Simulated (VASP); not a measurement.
# Cs (P6_3/mmc) in VASP: further runs

Cs is run at these levels: LDA; tasks: single point.

All numbers are computed with VASP 6.6.1; they aren't measurements. Logs are shortened: lines on timing, memory, paths and dates and some standing lists are left out, and cuts for length are marked.

### 1 The cell of the first run

It takes space group P6_3/mmc (No. 194, hexagonal). Conventional cell: a = 3.744 Å, b = 3.744 Å, c = 5.972 Å, α = 90.00°, β = 90.00°, γ = 120.00°. Cs (site symmetry -6m2) has 12 Cs at 3.69 to 3.74 Å within 4.8 Å.

This isn't the form of Cs at room conditions, which is bcc.

### 2 Single point, LDA

Contents of INCAR:

```
SYSTEM = Cs
PREC = Accurate
ENCUT = 500
EDIFF = 1E-6
ISMEAR = -1
SIGMA = 0.05
LREAL = .False.
LASPH = .True.
NELM = 120
ALGO = Normal
ISIF = 2
LWAVE = .False.
LCHARG = .False.
NBANDS = 16
GGA_COMPAT = .False.
```

Contents of KPOINTS:

```
regular mesh
0
Gamma
  12 12 6
  0 0 0
```

Contents of POSCAR:

```
Cs
1.0
    3.7444144983      0.0000000000      0.0000000000
   -1.8722072491      3.2427580778      0.0000000000
    0.0000000000      0.0000000000      5.9715101193
Cs
2
Direct
    0.3333333333      0.6666666667      0.2500000000
    0.6666666667      0.3333333333      0.7500000000
```

Potentials or basis: VASP PAW LDA potentials, release 64 (Cs_sv).

Started as:

```sh
$ cat potpaw_LDA.64/Cs_sv/POTCAR > POTCAR
$ mpirun -np 1 vasp_std > vasp.out
```

OUTCAR:

```text
SYSTEM = Cs
   PREC = Accurate
   ENCUT = 500
   EDIFF = 1E-6
   ISMEAR = -1
   LREAL = .False.
   LASPH = .True.
   NELM = 120
   ISIF = 2

 ion  position               nearest neighbor table
   1  0.333  0.667  0.250-
   2  0.667  0.333  0.750-

  LATTYP: Found a hexagonal cell.
 ALAT       =     3.7444144983
 C/A-ratio  =     1.5947780680

  Lattice vectors:

 A1 = (   3.7444144983,   0.0000000000,   0.0000000000)
 A2 = (  -1.8722072491,   3.2427580778,   0.0000000000)
 A3 = (   0.0000000000,   0.0000000000,   5.9715101193)

Analysis of symmetry for initial positions (statically):
=====================================================================
 Subroutine PRICEL returns:
 Original cell was already a primitive cell.

 Routine SETGRP: Setting up the symmetry group for a
 hexagonal supercell.

 Subroutine GETGRP returns: Found 24 space group operations
 (whereof 12 operations were pure point group operations)
 out of a pool of 24 trial point group operations.

The static configuration has the point symmetry D_3d.
 The point group associated with its full space group is D_6h.

Analysis of symmetry for dynamics (positions and initial velocities):
=====================================================================
 Subroutine PRICEL returns:
 Original cell was already a primitive cell.

 Routine SETGRP: Setting up the symmetry group for a
 hexagonal supercell.

 Subroutine GETGRP returns: Found 24 space group operations
 (whereof 12 operations were pure point group operations)
 out of a pool of 24 trial point group operations.

The dynamic configuration has the point symmetry D_3d.
 The point group associated with its full space group is D_6h.

 Subroutine INISYM returns: Found 24 space group operations
 (whereof 12 operations are pure point group operations),
 and found     1 'primitive' translations

----------------------------------------------------------------------------------------

                                     Primitive cell

  volume of cell :      72.5075

  direct lattice vectors                    reciprocal lattice vectors
     3.744414498  0.000000000  0.000000000     0.267064450  0.154189732  0.000000000
    -1.872207249  3.242758078  0.000000000     0.000000000  0.308379465  0.000000000
     0.000000000  0.000000000  5.971510119     0.000000000  0.000000000  0.167461828

  length of vectors
     3.744414498  3.744414498  5.971510119     0.308379465  0.308379465  0.167461828

  position of ions in fractional coordinates (direct lattice)
     0.333333333  0.666666667  0.250000000
     0.666666667  0.333333333  0.750000000

  ion indices of the primitive-cell ions
   primitive index   ion index
                 1           1
                 2           2

----------------------------------------------------------------------------------------

 KPOINTS: regular mesh

Automatic generation of k-mesh.
 Grid dimensions read from file:
 generate k-points for:   12   12    6

 Generating k-lattice:

  Cartesian coordinates                     Fractional coordinates (reciprocal lattice)
     0.022255371  0.012849144  0.000000000     0.083333333  0.000000000  0.000000000
     0.000000000  0.025698289  0.000000000     0.000000000  0.083333333  0.000000000
     0.000000000  0.000000000  0.027910305     0.000000000  0.000000000  0.166666667

  Length of vectors
     0.025698289  0.025698289  0.027910305

  Shift w.r.t. Gamma in fractional coordinates (k-lattice)
     0.000000000  0.000000000  0.000000000

 Subroutine IBZKPT returns following result:
 ===========================================

 Found     76 irreducible k-points:

 Following reciprocal coordinates:
            Coordinates               Weight
  0.000000  0.000000  0.000000      1.000000
  0.083333  0.000000  0.000000      6.000000
  0.166667  0.000000  0.000000      6.000000
  0.250000  0.000000  0.000000      6.000000
  0.333333  0.000000  0.000000      6.000000
  0.416667  0.000000  0.000000      6.000000
[... 16 lines left out ...]
  0.250000  0.000000  0.166667     12.000000
  0.333333  0.000000  0.166667     12.000000
 [... further k-points ...]
   k-points           NKPTS =     76   k-points in BZ     NKDIM =     76   number of bands    NBANDS=     16
   number of dos      NEDOS =    301   number of ions     NIONS =      2
   total plane-waves  NPLWV =  37632
   dimension x,y,z NGX =    28 NGY =   28 NGZ =   48
   dimension x,y,z NGXF=    56 NGYF=   56 NGZF=   96
   ions per type =               2
   NGX,Y,Z   is equivalent  to a cutoff of  12.43, 12.43, 13.36 a.u.
   NGXF,Y,Z  is equivalent  to a cutoff of  24.86, 24.86, 26.73 a.u.
 SYSTEM =  Cs
   PREC   = accura    normal or accurate (medium, high low for compatibility)
   ISTART =      0    job   : 0-new  1-cont  2-samecut
   ICHARG =      2    charge: 1-file 2-atom 10-const
   ISPIN  =      1    spin polarized calculation?
   LNONCOLLINEAR =      F non collinear calculations
   LSORBIT =      F    spin-orbit coupling
   LASPH  =      T    aspherical Exc in radial PAW
   ENCUT  =  500.0 eV  36.75 Ry    6.06 a.u.   6.83  6.83 10.89*2*pi/ulx,y,z
   NELM   =    120;   NELMIN=  2; NELMDL= -5     # of ELM steps
   EDIFF  = 0.1E-05   stopping-criterion for ELM
   LREAL  =      F    real-space projection
   EDIFFG = 0.1E-04   stopping-criterion for IOM
   NSW    =      0    number of steps for IOM
   IBRION =     -1    ionic relax: 0-MD 1-quasi-New 2-CG
   NFREE  =      0    steps in history (QN), initial steepest desc. (CG)
   ISIF   =      2    stress and relaxation
   ISYM   =      2    0-nonsym 1-usesym 2-fastsym
   POTIM  = 0.5000    time-step for ionic-motion
   TEBEG  =    0.0;   TEEND  =   0.0 temperature during run
   PSTRESS=    0.0 pullay stress
   NELECT =      18.0000    total number of electrons
   NUPDOWN=      -1.0000    fix difference up-down
   EMIN   =  10.00;   EMAX   =-10.00  energy-range for DOS
   EFERMI =   0.00;   METHOD = LEGACY
   ISMEAR =    -1;   SIGMA  =   0.05  broadening in eV -4-tet -1-fermi 0-gaus
   EFERMI_NEDOS =   21; number of points for ismear=-14 and -15
   IALGO  =     38    algorithm
   IMIX   =      4    mixing-type and parameters
     AMIX     =   0.40;   BMIX     =  1.00
     AMIX_MAG =   1.60;   BMIX_MAG =  1.00
  volume/ion in A,a.u.               =      36.25       244.65
  Fermi-wavevector in a.u.,A,eV,Ry     =   1.028896  1.944331 14.403493  1.058627
  Thomas-Fermi vector in A             =   2.162916
   LORBIT       =      0    0 simple, 1 ext, 2 COOP (PROOUT), +10 PAW based schemes
   GGA     = CA    functional components
   LHFCALC =     F    Hartree Fock is set to
   AEXX    =    0.0000 exact exchange contribution
   IVDW    =     0    specifies the selected vdW correction
   LEPSILON=     F    determine dielectric tensor
   LRPA    =     F    only Hartree local field effects (RPA)
 non-spin polarized calculation
  energy-cutoff  :      500.00
  volume of cell :       72.51
 maximum number of plane-waves:      1870
 NGX is ok and might be reduce to    28
   NGX = 13   NGY = 13   NGZ = 21

 number of electron      17.9999998 magnetization

 Free energy of the ion-electron system (eV)
  ---------------------------------------------------
  ext. energy  EPLUGINS =         0.00000000
  ---------------------------------------------------
  free energy    TOTEN  =        -0.62189105 eV

  energy without entropy =       -0.59692768  energy(sigma->0) =       -0.60940937

 E-fermi :   5.2823     XC(G=0):  -9.4530

 val. band max:        5.2732435780   @ k =   0.3333   0.0000   0.3333
 cond. band min:       5.2896812762   @ k =   0.3333   0.0833   0.3333
 fundamental gap:      0.0164376983
 Fermi energy:         5.2822571957

 k-point     1 :       0.0000    0.0000    0.0000
  band No.  band energies     occupation
      1     -19.0579      2.00000
      2     -18.3944      2.00000
      3      -7.2656      2.00000
      4      -4.4964      2.00000
      5      -4.4964      2.00000
      6      -4.0553      2.00000
[... 8 lines left out ...]
     15       9.1119      0.00000
     16       9.8571      0.00000

 k-point     2 :       0.0833    0.0000    0.0000
  band No.  band energies     occupation
      1     -19.0258      2.00000
      2     -18.3791      2.00000
      3      -7.2075      2.00000
      4      -4.7035      2.00000
      5      -4.5599      2.00000
      6      -4.2601      2.00000
[... 8 lines left out ...]
     15       9.1950      0.00000
     16       9.3339      0.00000

 k-point     3 :       0.1667    0.0000    0.0000
  band No.  band energies     occupation
      1     -18.9349      2.00000
      2     -18.3384      2.00000
      3      -7.0378      2.00000
      4      -5.2267      2.00000
      5      -4.7608      2.00000
      6      -4.7174      2.00000
[... 8 lines left out ...]
     15       9.0276      0.00000
     16       9.4270      0.00000

 k-point     4 :       0.2500    0.0000    0.0000
  band No.  band energies     occupation
      1     -18.8008      2.00000
      2     -18.2876      2.00000
      3      -6.7711      2.00000
      4      -5.8625      2.00000
      5      -5.3527      2.00000
      6      -4.9077      2.00000
[... 8 lines left out ...]
     15       9.3908      0.00000
     16       9.9322      0.00000

 k-point     5 :       0.3333    0.0000    0.0000
  band No.  band energies     occupation
      1     -18.6493      2.00000
      2     -18.2474      2.00000
      3      -6.4376      2.00000
      4      -6.4316      2.00000
      5      -5.8782      2.00000
      6      -5.0789      2.00000
[... 8 lines left out ...]
     15       9.2261      0.00000
     16      11.2504      0.00000

 k-point     6 :       0.4167    0.0000    0.0000
  band No.  band energies     occupation
      1     -18.5175      2.00000
      2     -18.2344      2.00000
      3      -6.8162      2.00000
      4      -6.2341      2.00000
      5      -6.1018      2.00000
      6      -5.1954      2.00000
[... 8 lines left out ...]
     15       9.6349      0.00000
     16      12.8008      0.00000

 k-point     7 :       0.5000    0.0000    0.0000
  band No.  band energies     occupation
      1     -18.4593      2.00000
      2     -18.2387      2.00000
      3      -6.9514      2.00000
      4      -6.3597      2.00000
      5      -5.9304      2.00000
      6      -5.2365      2.00000
[... 8 lines left out ...]
     15       9.7803      0.00000
     16      12.7270      0.00000

 k-point     8 :       0.0833    0.0833    0.0000
  band No.  band energies     occupation
      1     -18.9643      2.00000
      2     -18.3511      2.00000
      3      -7.0936      2.00000
      4      -5.0185      2.00000
      5      -4.8150      2.00000
      6      -4.4814      2.00000
[... 8 lines left out ...]
     15       8.8091      0.00000
     16       9.1551      0.00000

 k-point     9 :       0.1667    0.0833    0.0000
  band No.  band energies     occupation
      1     -18.8516      2.00000
      2     -18.3053      2.00000
      3      -6.8749      2.00000
      4      -5.5521      2.00000
      5      -5.2692      2.00000
      6      -4.7499      2.00000
[... 8 lines left out ...]
     15       9.6883      0.00000
     16       9.7076      0.00000
[... 172 lines left out ...]
 k-point    19 :       0.3333    0.3333    0.0000
  band No.  band energies     occupation
      1     -18.2990      2.00000
      2     -18.2990      2.00000
      3      -6.5553      2.00000
      4      -6.0570      2.00000
      5      -6.0570      2.00000
      6      -5.4333      2.00000
[... 8 lines left out ...]
     15       9.9838      0.00000
     16      12.4216      0.00000

 k-point    20 :       0.0000    0.0000    0.1667
  band No.  band energies     occupation
      1     -19.0180      2.00000
      2     -18.4443      2.00000
      3      -7.0850      2.00000
      4      -4.4681      2.00000
      5      -4.4681      2.00000
      6      -4.2452      2.00000
[... 8 lines left out ...]
     15       8.8601      0.00000
     16      10.0138      0.00000

 k-point    21 :       0.0833    0.0000    0.1667
  band No.  band energies     occupation
      1     -18.9868      2.00000
      2     -18.4275      2.00000
      3      -7.0354      2.00000
      4      -4.6691      2.00000
      5      -4.5290      2.00000
      6      -4.4396      2.00000
[... 8 lines left out ...]
     15       9.0601      0.00000
     16       9.7679      0.00000

 k-point    22 :       0.1667    0.0000    0.1667
  band No.  band energies     occupation
      1     -18.8986      2.00000
      2     -18.3826      2.00000
      3      -6.8965      2.00000
      4      -5.1766      2.00000
      5      -4.9117      2.00000
      6      -4.6809      2.00000
[... 8 lines left out ...]
     15       9.3553      0.00000
     16       9.4877      0.00000

 k-point    23 :       0.2500    0.0000    0.1667
  band No.  band energies     occupation
      1     -18.7690      2.00000
      2     -18.3248      2.00000
      3      -6.7160      2.00000
      4      -5.7613      2.00000
      5      -5.4685      2.00000
      6      -4.8657      2.00000
[... 8 lines left out ...]
     15       9.5098      0.00000
     16      10.1033      0.00000

 k-point    24 :       0.3333    0.0000    0.1667
  band No.  band energies     occupation
      1     -18.6237      2.00000
      2     -18.2757      2.00000
      3      -6.6992      2.00000
      4      -6.1528      2.00000
      5      -5.8728      2.00000
      6      -5.0330      2.00000
[... 8 lines left out ...]
     15       9.8477      0.00000
     16      11.3110      0.00000

 [... further k-points ...]

------------------------ aborting loop because EDIFF is reached ----------------------------------------

  FORCE on cell =-STRESS in cart. coord.  units (eV):
  Direction    XX          YY          ZZ          XY          YZ          ZX
  --------------------------------------------------------------------------------------
  -------------------------------------------------------------------------------------
  Total        2.3541569      2.3541569      2.3884582      0.0000000      0.0000000      0.0000000
  in kB       52.0191610     52.0191610     52.7771084      0.0000000      0.0000000      0.0000000
  external PRESSURE =      52.2718102 kB  Pullay stress =       0.0000000 kB

 VOLUME and BASIS-vectors are now :
 -----------------------------------------------------------------------------
  energy-cutoff  :      500.00
  volume of cell :       72.51
      direct lattice vectors                 reciprocal lattice vectors
     3.744414498  0.000000000  0.000000000     0.267064450  0.154189732  0.000000000
    -1.872207249  3.242758078  0.000000000     0.000000000  0.308379465  0.000000000
     0.000000000  0.000000000  5.971510119     0.000000000  0.000000000  0.167461828

 POSITION                                       TOTAL-FORCE (eV/Angst)
 -----------------------------------------------------------------------------------
     -0.00000      2.16184      1.49288        -0.000000     -0.000000      0.000000
      1.87221      1.08092      4.47863         0.000000      0.000000      0.000000
 -----------------------------------------------------------------------------------
    total drift:                               -0.000000      0.000000     -0.000000

  FREE ENERGIE OF THE ION-ELECTRON SYSTEM (eV)
  ---------------------------------------------------
  free  energy   TOTEN  =        -0.6218910539 eV

  energy  without entropy=       -0.5969276845  energy(sigma->0) =       -0.60940937
```

It took 2.1 min on 1 thread of Intel Xeon 8259CL, shared host; peak memory 0.2 GiB.

Results:

- Free energy: -0.6219 eV
- Pressure: 5.2 GPa
- Band gap on the k mesh: zero (bands 9 and 10 overlap by 1.53 eV)

Stress tensor (GPa, compression positive):
```
5.20 0.00 0.00
0.00 5.20 0.00
0.00 0.00 5.28
```

Caveat: the cell stands under pressure; spin-orbit coupling is left out, which moves the levels of the heavy elements.

### 3 Single point, LDA

Contents of INCAR:

```
ALGO     = Normal         # electronic algorithm
EDIFF    = 1E-6           # SCF threshold, eV
ENCUT    = 500            # plane-wave cutoff, eV
GGA_COMPAT= False        
ISIF     = 2              # what is computed and relaxed
ISMEAR   = -1             # smearing method
LASPH    = True           # aspherical terms in the spheres
LCHARG   = True           # write CHGCAR
LELF     = True           # ELF
LREAL    = False          # projectors in reciprocal space
LVHAR    = True         
LWAVE    = False          # write WAVECAR
NBANDS   = 16             # bands
NELM     = 120            # most SCF steps
PREC     = Accurate       # precision mode
SIGMA    = 0.05           # smearing width, eV
```

Contents of KPOINTS:

```
k-points
0
Gamma
  12 12 6
```

POSCAR is that of step 2.

Potentials or basis: VASP PAW LDA potentials, release 64 (Cs_sv).

Started as:

```sh
$ cat potpaw_LDA.64/Cs_sv/POTCAR > POTCAR
$ mpirun -np 1 vasp_std > vasp.out
```

Run time: 1.9 min. Hardware: 1 thread of Intel Xeon 8259CL, shared host; peak memory 0.2 GiB.

It converged, with:

| Quantity | Value |
| --- | --- |
| Free energy | -0.6219 eV |
| Pressure | 5.2 GPa |
| Band gap on the k mesh | zero (bands 9 and 10 overlap by 1.53 eV) |

Stress tensor (GPa, compression positive):
```
5.20 0.00 0.00
0.00 5.20 0.00
0.00 0.00 5.28
```

Levels at points of the mesh, in eV from the Fermi level:
```
           k point  band 5  band 6  band 7  band 8  band 9  band 10  band 11  band 12  band 13  band 14
(0.00, 0.00, 0.00)   -9.78   -9.34   -9.34   -9.23   -1.43    -0.69     2.82     2.82     3.12     3.83
(0.50, 0.00, 0.00)  -11.21  -10.52  -10.19   -9.69   -0.96    -0.14     0.27     2.50     3.87     3.99
(0.00, 0.00, 0.50)   -9.56   -9.56   -9.56   -9.56   -0.14    -0.14     2.77     2.77     2.77     2.77
(0.50, 0.00, 0.50)  -10.13  -10.13  -10.11  -10.11   -0.74    -0.74     0.74     0.74     4.67     4.67
```

Caveat: the cell stands under pressure; spin-orbit coupling is left out, which moves the levels of the heavy elements.

[end of part 1 of 2]
